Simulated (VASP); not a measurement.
# LiCl (Fm-3m) in VASP: a series of runs

LiCl is run at these levels: PBE-based global hybrid with 40 % exact exchange, PBE-based screened hybrid with 30 % exact exchange, PBE-based screened hybrid with 35 % exact exchange, HSE06; tasks: single point.

All numbers are computed with VASP 6.6.1; they aren't measurements. Logs are shortened: lines on timing, memory, paths and dates and some standing lists are left out, and cuts for length are marked.

**1. The cell of the first run**

It takes space group Fm-3m (No. 225, cubic). Conventional cell: a = 5.112 Å, b = 5.112 Å, c = 5.112 Å, α = 90.00°, β = 90.00°, γ = 90.00°. Within 3.4 Å of Li (site symmetry m-3m) lie 6 Cl at 2.56 Å. Within 3.4 Å of Cl (site symmetry m-3m) lie 6 Li at 2.56 Å.

**2. Single point, PBE-based global hybrid with 40 % exact exchange**

Input file POSCAR:

```
LiCl
1.0
    0.0000000000      2.5560369945      2.5560369945
    2.5560369945      0.0000000000      2.5560369945
    2.5560369945      2.5560369945      0.0000000000
Li Cl
1 1
Direct
    0.0000000000      0.0000000000      0.0000000000
    0.5000000000      0.5000000000      0.5000000000
```

Input file INCAR.step1:

```
ALGO = Normal
EDIFF = 1E-5
ENCUT = 520
GGA = PE
ISIF = 2
ISMEAR = 0
LASPH = True
LCHARG = False
LREAL = False
LWAVE = True
NBANDS = 12
NELM = 80
PREC = Accurate
SIGMA = 0.01
```

Input file INCAR.step2:

```
AEXX = 0.4
ALGO = Normal
EDIFF = 1E-7
ENCUT = 520
GGA = PE
ISIF = 2
ISMEAR = 0
ISTART = 1
LASPH = True
LCHARG = False
LHFCALC = True
LREAL = False
LWAVE = False
NBANDS = 12
NELM = 80
PREC = Accurate
PRECFOCK = Normal
SIGMA = 0.01
```

Input file KPOINTS:

```
k-points
0
Gamma
  4 4 4
```

Potentials or basis: VASP PAW PBE potentials, release 64 (Li_sv, Cl).

The run is started by

```bash
$ cat potpaw_PBE.64/Li_sv/POTCAR potpaw_PBE.64/Cl/POTCAR > POTCAR
$ cp INCAR.step1 INCAR
$ mpirun -np 1 vasp_std > vasp.out
$ cp INCAR.step2 INCAR
$ mpirun -np 1 vasp_std > vasp.out
```

OUTCAR:

```text
AEXX = 0.4
   EDIFF = 1E-7
   ENCUT = 520
   GGA = PE
   ISIF = 2
   ISMEAR = 0
   ISTART = 1
   LASPH = True
   LHFCALC = True
   LREAL = False
   NELM = 80
   PREC = Accurate
   PRECFOCK = Normal

 ion  position               nearest neighbor table
   1  0.000  0.000  0.000-   2 2.56   2 2.56   2 2.56   2 2.56   2 2.56   2 2.56
   2  0.500  0.500  0.500-   1 2.56   1 2.56   1 2.56   1 2.56   1 2.56   1 2.56

  LATTYP: Found a face centered cubic cell.
 ALAT       =     5.1120739890

  Lattice vectors:

 A1 = (   0.0000000000,   2.5560369945,   2.5560369945)
 A2 = (   2.5560369945,   0.0000000000,   2.5560369945)
 A3 = (   2.5560369945,   2.5560369945,   0.0000000000)

Analysis of symmetry for initial positions (statically):
=====================================================================
 Subroutine PRICEL returns:
 Original cell was already a primitive cell.

 Routine SETGRP: Setting up the symmetry group for a
 face centered cubic supercell.

 Subroutine GETGRP returns: Found 48 space group operations
 (whereof 48 operations were pure point group operations)
 out of a pool of 48 trial point group operations.

The static configuration has the point symmetry O_h .

Analysis of symmetry for dynamics (positions and initial velocities):
=====================================================================
 Subroutine PRICEL returns:
 Original cell was already a primitive cell.

 Routine SETGRP: Setting up the symmetry group for a
 face centered cubic supercell.

 Subroutine GETGRP returns: Found 48 space group operations
 (whereof 48 operations were pure point group operations)
 out of a pool of 48 trial point group operations.

The dynamic configuration has the point symmetry O_h .

 Subroutine INISYM returns: Found 48 space group operations
 (whereof 48 operations are pure point group operations),
 and found     1 'primitive' translations

----------------------------------------------------------------------------------------

                                     Primitive cell

  volume of cell :      33.3988

  direct lattice vectors                    reciprocal lattice vectors
     0.000000000  2.556036994  2.556036994    -0.195615322  0.195615322  0.195615322
     2.556036994  0.000000000  2.556036994     0.195615322 -0.195615322  0.195615322
     2.556036994  2.556036994  0.000000000     0.195615322  0.195615322 -0.195615322

  length of vectors
     3.614782184  3.614782184  3.614782184     0.338815677  0.338815677  0.338815677

  position of ions in fractional coordinates (direct lattice)
     0.000000000  0.000000000  0.000000000
     0.500000000  0.500000000  0.500000000

  ion indices of the primitive-cell ions
   primitive index   ion index
                 1           1
                 2           2

----------------------------------------------------------------------------------------

 KPOINTS: k-points

Automatic generation of k-mesh.
 Grid dimensions read from file:
 generate k-points for:    4    4    4

 Generating k-lattice:

  Cartesian coordinates                     Fractional coordinates (reciprocal lattice)
    -0.048903831  0.048903831  0.048903831     0.250000000  0.000000000  0.000000000
     0.048903831 -0.048903831  0.048903831     0.000000000  0.250000000  0.000000000
     0.048903831  0.048903831 -0.048903831     0.000000000  0.000000000  0.250000000

  Length of vectors
     0.084703919  0.084703919  0.084703919

  Shift w.r.t. Gamma in fractional coordinates (k-lattice)
     0.000000000  0.000000000  0.000000000

 Subroutine IBZKPT returns following result:
 ===========================================

 Found      8 irreducible k-points:

 Following reciprocal coordinates:
            Coordinates               Weight
  0.000000  0.000000  0.000000      1.000000
  0.250000  0.000000  0.000000      8.000000
  0.500000  0.000000  0.000000      4.000000
  0.250000  0.250000  0.000000      6.000000
  0.500000  0.250000  0.000000     24.000000
 -0.250000  0.250000  0.000000     12.000000
  0.500000  0.500000  0.000000      3.000000
 -0.250000  0.500000  0.250000      6.000000
   k-points           NKPTS =      8   k-points in BZ     NKDIM =     64   number of bands    NBANDS=     12
   number of dos      NEDOS =    301   number of ions     NIONS =      2
   total plane-waves  NPLWV =  21952
   dimension x,y,z NGX =    28 NGY =   28 NGZ =   28
   dimension x,y,z NGXF=    56 NGYF=   56 NGZF=   56
   ions per type =               1   1
   NGX,Y,Z   is equivalent  to a cutoff of  12.88, 12.88, 12.88 a.u.
   NGXF,Y,Z  is equivalent  to a cutoff of  25.75, 25.75, 25.75 a.u.
 SYSTEM =  unknown system
   PREC   = accura    normal or accurate (medium, high low for compatibility)
   ISTART =      1    job   : 0-new  1-cont  2-samecut
   ICHARG =      0    charge: 1-file 2-atom 10-const
   ISPIN  =      1    spin polarized calculation?
   LNONCOLLINEAR =      F non collinear calculations
   LSORBIT =      F    spin-orbit coupling
   LASPH  =      T    aspherical Exc in radial PAW
   ENCUT  =  520.0 eV  38.22 Ry    6.18 a.u.   6.72  6.72  6.72*2*pi/ulx,y,z
   NELM   =     80;   NELMIN=  2; NELMDL=  0     # of ELM steps
   EDIFF  = 0.1E-06   stopping-criterion for ELM
   LREAL  =      F    real-space projection
   EDIFFG = 0.1E-05   stopping-criterion for IOM
   NSW    =      0    number of steps for IOM
   IBRION =     -1    ionic relax: 0-MD 1-quasi-New 2-CG
   NFREE  =      0    steps in history (QN), initial steepest desc. (CG)
   ISIF   =      2    stress and relaxation
   ISYM   =      3    0-nonsym 1-usesym 2-fastsym
   POTIM  = 0.5000    time-step for ionic-motion
   TEBEG  =    0.0;   TEEND  =   0.0 temperature during run
   PSTRESS=    0.0 pullay stress
   NELECT =      10.0000    total number of electrons
   NUPDOWN=      -1.0000    fix difference up-down
   EMIN   =  10.00;   EMAX   =-10.00  energy-range for DOS
   EFERMI =   0.00;   METHOD = LEGACY
   ISMEAR =     0;   SIGMA  =   0.01  broadening in eV -4-tet -1-fermi 0-gaus
   EFERMI_NEDOS =   21; number of points for ismear=-14 and -15
   IALGO  =     38    algorithm
   IMIX   =      1    mixing-type and parameters
     AMIX     =   0.40;   BMIX     =  1.00
     AMIX_MAG =   1.60;   BMIX_MAG =  1.00
  volume/ion in A,a.u.               =      16.70       112.69
  Fermi-wavevector in a.u.,A,eV,Ry     =   1.095211  2.069648 16.320006  1.199487
  Thomas-Fermi vector in A             =   2.231530
   LORBIT       =      0    0 simple, 1 ext, 2 COOP (PROOUT), +10 PAW based schemes
   GGA     = PE    functional components
   LHFCALC =     T    Hartree Fock is set to
   PRECFOCK=normal    Normal, Fast or Accurate (Low or Medium for compatibility)
   ENCUT4O =  -1.0   cutoff for four orbital integrals eV
   NKREDX  =     1    reduce k-point grid by
   NKREDY  =     1    reduce k-point grid by
   NKREDZ  =     1    reduce k-point grid by
   AEXX    =    0.4000 exact exchange contribution
   HFSCREEN=    0.0000 screening length (either q_TF or 0.3 A-1)
   HFSCREENC=   0.0000 screening length for correlation (either q_TF or 0.3 A-1)
   ENCUTFOCK=  -1.0 apply spherical cutoff to Coloumb kernel
   IVDW    =     0    specifies the selected vdW correction
   LEPSILON=     F    determine dielectric tensor
   LRPA    =     F    only Hartree local field effects (RPA)
 non-spin polarized calculation
 Gauss-broadening in eV      SIGMA  =   0.01
  energy-cutoff  :      520.00
  volume of cell :       33.40
 maximum number of plane-waves:       934
 NGX is ok and might be reduce to    28
  NGX = 24; NGY = 24; NGZ = 24

 number of electron      10.0000003 magnetization

 Free energy of the ion-electron system (eV)
  ---------------------------------------------------
  ext. energy  EPLUGINS =         0.00000000
  ---------------------------------------------------
  free energy    TOTEN  =        -9.98382698 eV

  energy without entropy =       -9.98382698  energy(sigma->0) =       -9.98382698

 E-fermi :  -1.3461     XC(G=0):  -5.8145

 val. band max:       -1.5550027692   @ k =   0.0000   0.0000   0.0000
 cond. band min:       8.2942688491   @ k =   0.0000   0.0000   0.0000
 fundamental gap:      9.8492716183
 Fermi energy:        -1.3461162133

 k-point     1 :       0.0000    0.0000    0.0000
  band No.  band energies     occupation
      1     -49.4808      2.00000
      2     -17.0475      2.00000
      3      -1.5550      2.00000
      4      -1.5550      2.00000
      5      -1.5550      2.00000
      6       8.2943      0.00000
      7      14.1002      0.00000
      8      14.1002      0.00000
      9      14.1002      0.00000
     10      17.0029      0.00000
     11      17.0030      0.00000
     12      17.0048      0.00000

 k-point     2 :       0.2500    0.0000    0.0000
  band No.  band energies     occupation
      1     -49.4792      2.00000
      2     -16.7302      2.00000
      3      -3.3596      2.00000
      4      -1.7137      2.00000
      5      -1.7137      2.00000
      6       9.1949      0.00000
      7      12.8826      0.00000
      8      12.8827      0.00000
      9      13.1856      0.00000
     10      16.3275      0.00000
     11      16.3275      0.00000
     12      17.9727      0.00000

 k-point     3 :       0.5000    0.0000    0.0000
  band No.  band energies     occupation
      1     -49.4775      2.00000
      2     -16.3719      2.00000
      3      -4.8187      2.00000
      4      -1.8597      2.00000
      5      -1.8597      2.00000
      6       8.6246      0.00000
      7      11.6065      0.00000
      8      11.6066      0.00000
      9      15.5515      0.00000
     10      19.2075      0.00000
     11      19.9179      0.00000
     12      19.9179      0.00000
[... 46 lines left out ...]
 k-point     7 :       0.5000    0.5000    0.0000
  band No.  band energies     occupation
      1     -49.4760      2.00000
      2     -16.0855      2.00000
      3      -4.8789      2.00000
      4      -2.8243      2.00000
      5      -2.8243      2.00000
      6       9.8643      0.00000
      7      10.0800      0.00000
      8      14.9429      0.00000
      9      16.6814      0.00000
     10      16.6814      0.00000
     11      19.8380      0.00000
     12      21.5651      0.00000

 k-point     8 :      -0.2500    0.5000    0.2500
  band No.  band energies     occupation
      1     -49.4760      2.00000
      2     -16.0947      2.00000
      3      -3.9808      2.00000
      4      -3.9808      2.00000
      5      -2.7734      2.00000
      6      11.7103      0.00000
      7      12.3598      0.00000
      8      12.5715      0.00000
      9      12.5715      0.00000
     10      18.5369      0.00000
     11      18.5369      0.00000
     12      21.6279      0.00000

------------------------ aborting loop because EDIFF is reached ----------------------------------------

  FORCE on cell =-STRESS in cart. coord.  units (eV):
  Direction    XX          YY          ZZ          XY          YZ          ZX
  --------------------------------------------------------------------------------------
  -------------------------------------------------------------------------------------
  Total       -0.1366900     -0.1366900     -0.1366900      0.0000000      0.0000000     -0.0000000
  in kB       -6.5571632     -6.5571632     -6.5571632      0.0000000      0.0000000     -0.0000000
  external PRESSURE =      -6.5571632 kB  Pullay stress =       0.0000000 kB

 VOLUME and BASIS-vectors are now :
 -----------------------------------------------------------------------------
  energy-cutoff  :      520.00
  volume of cell :       33.40
      direct lattice vectors                 reciprocal lattice vectors
     0.000000000  2.556036994  2.556036994    -0.195615322  0.195615322  0.195615322
     2.556036994  0.000000000  2.556036994     0.195615322 -0.195615322  0.195615322
     2.556036994  2.556036994  0.000000000     0.195615322  0.195615322 -0.195615322

 POSITION                                       TOTAL-FORCE (eV/Angst)
 -----------------------------------------------------------------------------------
      0.00000      0.00000      0.00000         0.000000     -0.000000      0.000000
      2.55604      2.55604      2.55604         0.000000      0.000000      0.000000
 -----------------------------------------------------------------------------------
    total drift:                               -0.000000      0.000000     -0.000000

  FREE ENERGIE OF THE ION-ELECTRON SYSTEM (eV)
  ---------------------------------------------------
  free  energy   TOTEN  =        -9.9838269807 eV

  energy  without entropy=       -9.9838269807  energy(sigma->0) =       -9.98382698
```

Wall time 4 min (1 thread of Intel Xeon 8259CL, shared host); peak memory 0.16 GiB.

Results:

| Property | Result |
| --- | --- |
| Free energy | -9.9838 eV |
| Band gap on the k mesh | 9.85 eV |

Levels at points of the mesh, in eV from the valence-band top:
```tsv
k point	band 1	band 2	band 3	band 4	band 5	band 6	band 7	band 8	band 9	band 10
(0.00, 0.00, 0.00)	-47.93	-15.49	0.00	0.00	0.00	9.85	15.66	15.66	15.66	18.56
(0.50, 0.00, 0.00)	-47.92	-14.82	-3.26	-0.30	-0.30	10.18	13.16	13.16	17.11	20.76
(0.50, 0.50, 0.00)	-47.92	-14.53	-3.32	-1.27	-1.27	11.42	11.63	16.50	18.24	18.24
```

Caveat: the k points lie up to 0.53 Å⁻¹ apart; the cutoff is under 1.25 times the usual one of these potentials, so pressure, stress and relaxed cells hold a basis-set (Pulay) error; the PAW data sets were made with another functional, which shifts forces and pressure a little. A k mesh can miss the band edges.

**3. Single point, PBE-based screened hybrid with 30 % exact exchange**

POSCAR is that of step 2.

Input file INCAR.step1:

```
SYSTEM = LiCl
PREC = Accurate
ENCUT = 520
EDIFF = 1E-5
ISMEAR = 0
SIGMA = 0.01
LREAL = .False.
LASPH = .True.
NELM = 100
ALGO = Normal
ISIF = 2
LWAVE = .True.
NBANDS = 12
GGA = PE
```

Input file INCAR.step2:

```
SYSTEM = LiCl
PREC = Accurate
ENCUT = 520
EDIFF = 1E-7
ISMEAR = 0
SIGMA = 0.01
LREAL = .False.
LASPH = .True.
NELM = 100
ALGO = Normal
ISIF = 2
LWAVE = .False.
LCHARG = .True.
GGA = PE
LHFCALC = .True.
AEXX = 0.3
HFSCREEN = 0.5
PRECFOCK = Normal
LELF = .True.
LVHAR = .True.
NBANDS = 12
ISTART = 1
```

Input file KPOINTS:

```
regular mesh
0
Gamma
  4 4 4
  0 0 0
```

Potentials or basis: VASP PAW PBE potentials, release 64 (Li_sv, Cl).

The run is started by

```bash
$ cat potpaw_PBE.64/Li_sv/POTCAR potpaw_PBE.64/Cl/POTCAR > POTCAR
$ cp INCAR.step1 INCAR
$ mpirun -np 1 vasp_std > vasp.out
$ cp INCAR.step2 INCAR
$ mpirun -np 1 vasp_std > vasp.out
```

It took 3.5 min on 1 thread of Intel Xeon 8259CL, shared host; peak memory 0.25 GiB.

Results (log left out):

```yaml
Free_energy: -8.1146 eV
Band_gap_on_the_k_mesh: 7.31 eV
```

Levels at points of the mesh, in eV from the valence-band top:
```tsv
k point	band 1	band 2	band 3	band 4	band 5	band 6	band 7	band 8	band 9	band 10
(0.00, 0.00, 0.00)	-46.58	-14.68	0.00	0.00	0.00	7.31	12.92	12.92	12.92	15.72
(0.50, 0.00, 0.00)	-46.58	-14.05	-2.99	-0.28	-0.28	7.64	10.46	10.46	14.26	18.05
(0.50, 0.50, 0.00)	-46.58	-13.79	-3.06	-1.17	-1.17	8.80	9.11	13.67	15.37	15.37
```

Caveat: the k points lie up to 0.53 Å⁻¹ apart; the cutoff is under 1.25 times the usual one of these potentials, so pressure, stress and relaxed cells hold a basis-set (Pulay) error; the PAW data sets were made with another functional, which shifts forces and pressure a little. A k mesh can miss the band edges.

**4. Single point, PBE-based screened hybrid with 35 % exact exchange**

POSCAR is that of step 3.

Input file INCAR.step1:

```
SYSTEM = LiCl
  PREC = Accurate
  ENCUT = 520
  EDIFF = 1E-5
  ISMEAR = 0
  SIGMA = 0.01
  LREAL = .FALSE.
  LASPH = .TRUE.
  NELM = 80
  ALGO = Normal
  ISIF = 2
  LWAVE = .TRUE.
  LCHARG = .FALSE.
  GGA = PE
  NBANDS = 12
```

Input file INCAR.step2:

```
SYSTEM = LiCl
  PREC = Accurate
  ENCUT = 520
  EDIFF = 1E-7
  ISMEAR = 0
  SIGMA = 0.01
  LREAL = .FALSE.
  LASPH = .TRUE.
  NELM = 80
  ALGO = Normal
  ISIF = 2
  LWAVE = .FALSE.
  LCHARG = .FALSE.
  GGA = PE
  LHFCALC = .TRUE.
  AEXX = 0.35
  HFSCREEN = 0.3
  PRECFOCK = Normal
  ISTART = 1
  NBANDS = 12
```

Input file KPOINTS:

```
regular mesh
0
G
  4 4 4
  0 0 0
```

The run is started by

```bash
$ cat potpaw_PBE.64/Li_sv/POTCAR potpaw_PBE.64/Cl/POTCAR > POTCAR
$ cp INCAR.step1 INCAR
$ mpirun -np 1 vasp_std > vasp.out
$ cp INCAR.step2 INCAR
$ mpirun -np 1 vasp_std > vasp.out
```

Run time: 3.2 min. Hardware: 1 thread of Intel Xeon 8259CL, shared host; peak memory 0.25 GiB.

It converged, with:

```
Free energy            : -8.6441 eV
Band gap on the k mesh : 8.02 eV
```

Levels at points of the mesh, in eV from the valence-band top:
| k point | band 2 | band 3 | band 4 | band 5 | band 6 | band 7 | band 8 | band 9 |
| --- | --- | --- | --- | --- | --- | --- | --- | --- |
| (0.00, 0.00, 0.00) | -15.13 | 0.00 | 0.00 | 0.00 | 8.02 | 13.71 | 13.71 | 13.71 |
| (0.50, 0.00, 0.00) | -14.48 | -3.13 | -0.30 | -0.30 | 8.34 | 11.23 | 11.23 | 15.13 |
| (0.50, 0.50, 0.00) | -14.20 | -3.19 | -1.22 | -1.22 | 9.53 | 9.80 | 14.52 | 16.24 |

Caveat: the k points lie up to 0.53 Å⁻¹ apart; the cutoff is under 1.25 times the usual one of these potentials, so pressure, stress and relaxed cells hold a basis-set (Pulay) error; the PAW data sets were made with another functional, which shifts forces and pressure a little. A k mesh can miss the band edges.

[end of part 1 of 2]
